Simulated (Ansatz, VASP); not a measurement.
## KF: VASP beside Ansatz

```xyz
2
Lattice="0.0000 2.8142 2.8142 2.8142 0.0000 2.8142 2.8142 2.8142 0.0000" Properties=species:S:1:pos:R:3 pbc="T T T"
K     0.0000    0.0000    0.0000
F     2.8142    2.8142    2.8142
```

Alike in both runs: task single point; functional revPBE; k mesh 8 × 8 × 8; occupations gaussian, width 0.05 eV; no spin polarisation.

|  | VASP | Ansatz |
| --- | --- | --- |
| version | VASP 6.6.1 | Ansatz 0.2.0 |
| potentials or method | VASP PAW PBE potentials, release 64 (K_sv, F), cutoff 520 eV | scalar-relativistic, plane waves, PAW |
| valence electrons in the cell | 16 | 16 |

Ansatz gave:

| Item | Value |
| --- | --- |
| gap on the k mesh at the Fermi level (eV) | 5.73 |
| least direct gap on the mesh (eV) | 5.73 |
| pressure (GPa) | -0.8 |

Q: Which values does VASP return?

A: gap on the k mesh at the Fermi level (eV): 5.72; least direct gap on the mesh (eV): 5.72; pressure (GPa): -0.9.

VASP's potentials were made for PBE, not for revPBE.
